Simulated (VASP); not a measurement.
# Ta2AlN3 (P3m1) in VASP: single point with PBE

Aim: the single point of Ta2AlN3 with PBE.

Everything below comes from runs of VASP 6.6.1. Logs are shortened: lines on timing, memory, paths and dates and some standing lists are left out, and cuts for length are marked.

## 1. The cell of the first run

It takes space group P3m1 (No. 156, trigonal). Conventional cell: a = 3.203 Å, b = 3.203 Å, c = 8.420 Å, α = 90.00°, β = 90.00°, γ = 120.00°. Ta (site symmetry 3m) has 4 N at 1.97 to 2.08 Å within 2.6 Å. Within 2.8 Å of Ta (site symmetry 3m) lie 4 N at 2.09 to 2.10 Å. Al (site symmetry 3m) has 4 N at 1.91 to 1.96 Å within 2.5 Å. N (site symmetry 3m) has 1 Al at 1.96 Å and 3 Ta at 2.08 Å within 2.6 Å. Within 2.5 Å of N (site symmetry 3m) lie 3 Al at 1.91 Å and 1 Ta at 2.10 Å. N (site symmetry 3m) has 4 Ta at 1.97 to 2.09 Å within 2.6 Å.

## 2. Single point, PBE

INCAR

```
PREC = Accurate ; ENCUT = 700
EDIFF = 1E-6 ; ISMEAR = 0
SIGMA = 0.1 ; LREAL = False
LASPH = True ; NELM = 120
ALGO = Normal ; ISIF = 2
LWAVE = False ; LCHARG = False
GGA = PE ; NBANDS = 31
GGA_COMPAT = False
```

KPOINTS

```
regular mesh
0
Gamma
  12 12 6
```

POSCAR

```
Ta2AlN3
1.0
    3.2032089000      0.0000000000      0.0000000000
   -1.6016044500      2.7740602811      0.0000000000
    0.0000000000      0.0000000000      8.4196272333
Ta Al N
2 1 3
Direct
    0.0000000000      0.0000000000      0.0041263709
    0.6666666667      0.3333333333      0.3540642217
    0.3333333333      0.6666666667      0.6585834587
    0.3333333333      0.6666666667      0.8914958795
    0.6666666667      0.3333333333      0.6040524310
    0.0000000000      0.0000000000      0.2376776382
```

Potentials or basis: VASP PAW PBE potentials, release 64 (Ta_sv_GW, Al, N).

The run is started by

```sh
$ cat potpaw_PBE.64/Ta_sv_GW/POTCAR potpaw_PBE.64/Al/POTCAR potpaw_PBE.64/N/POTCAR > POTCAR
$ mpirun -np 1 vasp_std > vasp.out
```

OUTCAR:

```text
PREC = Accurate
   ENCUT = 700
   EDIFF = 1E-6
   ISMEAR = 0
   LREAL = False
   LASPH = True
   NELM = 120
   ISIF = 2
   GGA = PE

 ion  position               nearest neighbor table
   1  0.000  0.000  0.004-   6 1.97   4 2.08   4 2.08   4 2.08
   2  0.667  0.333  0.354-   6 2.09   6 2.09   6 2.09   5 2.10   3 3.16   3 3.16   3 3.16
   3  0.333  0.667  0.659-   5 1.91   5 1.91   5 1.91   4 1.96   2 3.16   2 3.16   2 3.16
   4  0.333  0.667  0.891-   3 1.96   1 2.08   1 2.08   1 2.08
   5  0.667  0.333  0.604-   3 1.91   3 1.91   3 1.91   2 2.10
   6  0.000  0.000  0.238-   1 1.97   2 2.09   2 2.09   2 2.09

  LATTYP: Found a hexagonal cell.
 ALAT       =     3.2032089000
 C/A-ratio  =     2.6284977022

  Lattice vectors:

 A1 = (   3.2032089000,   0.0000000000,   0.0000000000)
 A2 = (  -1.6016044500,   2.7740602811,   0.0000000000)
 A3 = (   0.0000000000,   0.0000000000,   8.4196272333)

Analysis of symmetry for initial positions (statically):
=====================================================================
 Subroutine PRICEL returns:
 Original cell was already a primitive cell.

 Routine SETGRP: Setting up the symmetry group for a
 hexagonal supercell.

 Subroutine GETGRP returns: Found  6 space group operations
 (whereof  6 operations were pure point group operations)
 out of a pool of 24 trial point group operations.

The static configuration has the point symmetry C_3v.

Analysis of symmetry for dynamics (positions and initial velocities):
=====================================================================
 Subroutine PRICEL returns:
 Original cell was already a primitive cell.

 Routine SETGRP: Setting up the symmetry group for a
 hexagonal supercell.

 Subroutine GETGRP returns: Found  6 space group operations
 (whereof  6 operations were pure point group operations)
 out of a pool of 24 trial point group operations.

The dynamic configuration has the point symmetry C_3v.

 Subroutine INISYM returns: Found  6 space group operations
 (whereof  6 operations are pure point group operations),
 and found     1 'primitive' translations

----------------------------------------------------------------------------------------

                                     Primitive cell

  volume of cell :      74.8159

  direct lattice vectors                    reciprocal lattice vectors
     3.203208900  0.000000000  0.000000000     0.312186945  0.180241217  0.000000000
    -1.601604450  2.774060281  0.000000000     0.000000000  0.360482433  0.000000000
     0.000000000  0.000000000  8.419627233     0.000000000  0.000000000  0.118770104

  length of vectors
     3.203208900  3.203208900  8.419627233     0.360482433  0.360482433  0.118770104

  position of ions in fractional coordinates (direct lattice)
     0.000000000  0.000000000  0.004126371
     0.666666667  0.333333333  0.354064222
     0.333333333  0.666666667  0.658583459
     0.333333333  0.666666667  0.891495879
     0.666666667  0.333333333  0.604052431
     0.000000000  0.000000000  0.237677638

  ion indices of the primitive-cell ions
   primitive index   ion index
                 1           1
                 2           2
                 3           3
                 4           4
                 5           5
                 6           6

----------------------------------------------------------------------------------------

 KPOINTS: regular mesh

Automatic generation of k-mesh.
 Grid dimensions read from file:
 generate k-points for:   12   12    6

 Generating k-lattice:

  Cartesian coordinates                     Fractional coordinates (reciprocal lattice)
     0.026015579  0.015020101  0.000000000     0.083333333  0.000000000  0.000000000
     0.000000000  0.030040203  0.000000000     0.000000000  0.083333333  0.000000000
     0.000000000  0.000000000  0.019795017     0.000000000  0.000000000  0.166666667

  Length of vectors
     0.030040203  0.030040203  0.019795017

  Shift w.r.t. Gamma in fractional coordinates (k-lattice)
     0.000000000  0.000000000  0.000000000

 Subroutine IBZKPT returns following result:
 ===========================================

 Found    100 irreducible k-points:

 Following reciprocal coordinates:
            Coordinates               Weight
  0.000000  0.000000  0.000000      1.000000
  0.083333  0.000000  0.000000      6.000000
  0.166667  0.000000  0.000000      6.000000
  0.250000  0.000000  0.000000      6.000000
  0.333333  0.000000  0.000000      6.000000
  0.416667  0.000000  0.000000      6.000000
[... 16 lines left out ...]
  0.166667  0.000000  0.166667      6.000000
  0.000000  0.166667  0.166667      6.000000
 [... further k-points ...]
   k-points           NKPTS =    100   k-points in BZ     NKDIM =    100   number of bands    NBANDS=     31
   number of dos      NEDOS =    301   number of ions     NIONS =      6
   total plane-waves  NPLWV =  62720
   dimension x,y,z NGX =    28 NGY =   28 NGZ =   80
   dimension x,y,z NGXF=    56 NGYF=   56 NGZF=  160
   ions per type =               2   1   3
   NGX,Y,Z   is equivalent  to a cutoff of  14.53, 14.53, 15.80 a.u.
   NGXF,Y,Z  is equivalent  to a cutoff of  29.06, 29.06, 31.59 a.u.
 SYSTEM =  unknown system
   PREC   = accura    normal or accurate (medium, high low for compatibility)
   ISTART =      0    job   : 0-new  1-cont  2-samecut
   ICHARG =      2    charge: 1-file 2-atom 10-const
   ISPIN  =      1    spin polarized calculation?
   LNONCOLLINEAR =      F non collinear calculations
   LSORBIT =      F    spin-orbit coupling
   LASPH  =      T    aspherical Exc in radial PAW
   ENCUT  =  700.0 eV  51.45 Ry    7.17 a.u.   6.91  6.91 18.16*2*pi/ulx,y,z
   NELM   =    120;   NELMIN=  2; NELMDL= -5     # of ELM steps
   EDIFF  = 0.1E-05   stopping-criterion for ELM
   LREAL  =      F    real-space projection
   EDIFFG = 0.1E-04   stopping-criterion for IOM
   NSW    =      0    number of steps for IOM
   IBRION =     -1    ionic relax: 0-MD 1-quasi-New 2-CG
   NFREE  =      0    steps in history (QN), initial steepest desc. (CG)
   ISIF   =      2    stress and relaxation
   ISYM   =      2    0-nonsym 1-usesym 2-fastsym
   POTIM  = 0.5000    time-step for ionic-motion
   TEBEG  =    0.0;   TEEND  =   0.0 temperature during run
   PSTRESS=    0.0 pullay stress
   NELECT =      44.0000    total number of electrons
   NUPDOWN=      -1.0000    fix difference up-down
   EMIN   =  10.00;   EMAX   =-10.00  energy-range for DOS
   EFERMI =   0.00;   METHOD = LEGACY
   ISMEAR =     0;   SIGMA  =   0.10  broadening in eV -4-tet -1-fermi 0-gaus
   EFERMI_NEDOS =   21; number of points for ismear=-14 and -15
   IALGO  =     38    algorithm
   IMIX   =      4    mixing-type and parameters
     AMIX     =   0.40;   BMIX     =  1.00
     AMIX_MAG =   1.60;   BMIX_MAG =  1.00
  volume/ion in A,a.u.               =      12.47        84.15
  Fermi-wavevector in a.u.,A,eV,Ry     =   1.371601  2.591950 25.596486  1.881289
  Thomas-Fermi vector in A             =   2.497283
   LORBIT       =      0    0 simple, 1 ext, 2 COOP (PROOUT), +10 PAW based schemes
   GGA     = PE    functional components
   LHFCALC =     F    Hartree Fock is set to
   AEXX    =    0.0000 exact exchange contribution
   IVDW    =     0    specifies the selected vdW correction
   LEPSILON=     F    determine dielectric tensor
   LRPA    =     F    only Hartree local field effects (RPA)
 non-spin polarized calculation
 Gauss-broadening in eV      SIGMA  =   0.10
  energy-cutoff  :      700.00
  volume of cell :       74.82
 maximum number of plane-waves:      3176
   NGX = 13   NGY = 13   NGZ = 37

 number of electron      43.9999999 magnetization

 Free energy of the ion-electron system (eV)
  ---------------------------------------------------
  ext. energy  EPLUGINS =         0.00000000
  ---------------------------------------------------
  free energy    TOTEN  =       -62.56304065 eV

  energy without entropy =      -62.54624579  energy(sigma->0) =      -62.55464322

 E-fermi :   9.5507     XC(G=0): -11.8526

 val. band max:        9.5388454787   @ k =   0.1667   0.1667   0.0000
 cond. band min:       9.5518505820   @ k =  -0.2500  -0.4167   0.1667
 fundamental gap:      0.0130051033
 Fermi energy:         9.5506597747

 k-point     1 :       0.0000    0.0000    0.0000
  band No.  band energies     occupation
      1     -59.5669      2.00000
      2     -59.4343      2.00000
      3     -26.2629      2.00000
      4     -25.9778      2.00000
      5     -25.8478      2.00000
      6     -25.8478      2.00000
[... 23 lines left out ...]
     30      13.9445      0.00000
     31      14.7431      0.00000

 k-point     2 :       0.0833    0.0000    0.0000
  band No.  band energies     occupation
      1     -59.5653      2.00000
      2     -59.4327      2.00000
      3     -26.2566      2.00000
      4     -25.9764      2.00000
      5     -25.8791      2.00000
      6     -25.8551      2.00000
[... 23 lines left out ...]
     30      13.9800      0.00000
     31      14.6177      0.00000

 k-point     3 :       0.1667    0.0000    0.0000
  band No.  band energies     occupation
      1     -59.5608      2.00000
      2     -59.4283      2.00000
      3     -26.2399      2.00000
      4     -25.9910      2.00000
      5     -25.9451      2.00000
      6     -25.8752      2.00000
[... 23 lines left out ...]
     30      14.4856      0.00000
     31      15.0307      0.00000

 k-point     4 :       0.2500    0.0000    0.0000
  band No.  band energies     occupation
      1     -59.5546      2.00000
      2     -59.4222      2.00000
      3     -26.2195      2.00000
      4     -26.0945      2.00000
      5     -25.9518      2.00000
      6     -25.9164      2.00000
[... 23 lines left out ...]
     30      15.0483      0.00000
     31      15.4028      0.00000

 k-point     5 :       0.3333    0.0000    0.0000
  band No.  band energies     occupation
      1     -59.5484      2.00000
      2     -59.4161      2.00000
      3     -26.2242      2.00000
      4     -26.1903      2.00000
      5     -26.0244      2.00000
      6     -25.9380      2.00000
[... 23 lines left out ...]
     30      14.6329      0.00000
     31      15.2829      0.00000
[... 542 lines left out ...]
     30      14.1068      0.00000
     31      14.6090      0.00000

 k-point    22 :       0.0000    0.0833    0.1667
  band No.  band energies     occupation
      1     -59.5653      2.00000
      2     -59.4327      2.00000
      3     -26.2565      2.00000
      4     -25.9765      2.00000
      5     -25.8791      2.00000
      6     -25.8551      2.00000
[... 23 lines left out ...]
     30      14.0813      0.00000
     31      14.6253      0.00000

 k-point    23 :       0.1667    0.0000    0.1667
  band No.  band energies     occupation
      1     -59.5608      2.00000
      2     -59.4283      2.00000
      3     -26.2398      2.00000
      4     -25.9911      2.00000
      5     -25.9452      2.00000
      6     -25.8752      2.00000
[... 23 lines left out ...]
     30      14.4951      0.00000
     31      15.1489      0.00000

 k-point    24 :       0.0000    0.1667    0.1667
  band No.  band energies     occupation
      1     -59.5608      2.00000
      2     -59.4283      2.00000
      3     -26.2398      2.00000
      4     -25.9911      2.00000
      5     -25.9452      2.00000
      6     -25.8752      2.00000
[... 23 lines left out ...]
     30      14.5147      0.00000
     31      15.0672      0.00000

 [... further k-points ...]

------------------------ aborting loop because EDIFF is reached ----------------------------------------

  FORCE on cell =-STRESS in cart. coord.  units (eV):
  Direction    XX          YY          ZZ          XY          YZ          ZX
  --------------------------------------------------------------------------------------
  -------------------------------------------------------------------------------------
  Total       -0.0651993     -0.0651993     -0.0015974      0.0000000      0.0000000      0.0000000
  in kB       -1.3962377     -1.3962377     -0.0342079      0.0000000      0.0000000      0.0000000
  external PRESSURE =      -0.9422278 kB  Pullay stress =       0.0000000 kB

 VOLUME and BASIS-vectors are now :
 -----------------------------------------------------------------------------
  energy-cutoff  :      700.00
  volume of cell :       74.82
      direct lattice vectors                 reciprocal lattice vectors
     3.203208900  0.000000000  0.000000000     0.312186945  0.180241217  0.000000000
    -1.601604450  2.774060281  0.000000000     0.000000000  0.360482433  0.000000000
     0.000000000  0.000000000  8.419627233     0.000000000  0.000000000  0.118770104

 POSITION                                       TOTAL-FORCE (eV/Angst)
 -----------------------------------------------------------------------------------
      0.00000      0.00000      0.03474        -0.000000     -0.000000     -0.016861
      1.60160      0.92469      2.98109         0.000000      0.000000      0.006646
     -0.00000      1.84937      5.54503         0.000000     -0.000000      0.008616
     -0.00000      1.84937      7.50606         0.000000     -0.000000     -0.032780
      1.60160      0.92469      5.08590        -0.000000      0.000000      0.019640
      0.00000      0.00000      2.00116        -0.000000     -0.000000      0.014739
 -----------------------------------------------------------------------------------
    total drift:                               -0.000001      0.000000      0.000004

  FREE ENERGIE OF THE ION-ELECTRON SYSTEM (eV)
  ---------------------------------------------------
  free  energy   TOTEN  =       -62.5630406502 eV

  energy  without entropy=      -62.5462457864  energy(sigma->0) =      -62.55464322
```

Run time: 6.1 min. Hardware: 1 thread of Intel Xeon Platinum 8559C (Emerald Rapids), shared host; peak memory 0.48 GiB.

Results:

```yaml
Free_energy: -62.5630 eV
Pressure: -0.1 GPa
Largest_force: 0.033 eV/Å
Band_gap_on_the_k_mesh: zero (bands 22 and 23 overlap by 0.60 eV)
```

Forces in eV/Å, atoms in the order of the input:
```
Ta   0.000  0.000 -0.017
Ta   0.000  0.000  0.007
Al   0.000  0.000  0.009
N    0.000  0.000 -0.033
N    0.000  0.000  0.020
N    0.000  0.000  0.015
```

Levels at points of the mesh, in eV from the Fermi level:
| k point | band 19 | band 20 | band 21 | band 22 | band 23 | band 24 | band 25 | band 26 |
| --- | --- | --- | --- | --- | --- | --- | --- | --- |
| (0.00, 0.00, 0.00) | -3.68 | -3.68 | -0.80 | 0.16 | 0.59 | 0.59 | 1.07 | 1.07 |
| (0.50, 0.00, 0.00) | -4.31 | -4.29 | -1.58 | -0.39 | 0.29 | 1.23 | 2.54 | 2.83 |
| (0.00, 0.00, 0.50) | -3.69 | -3.69 | -0.45 | 0.28 | 0.60 | 0.60 | 1.04 | 1.04 |
| (0.50, 0.00, 0.50) | -4.16 | -3.88 | -1.61 | -0.59 | 0.29 | 1.35 | 2.55 | 2.82 |

Caveat: spin-orbit coupling is left out, which moves the levels of the heavy elements.
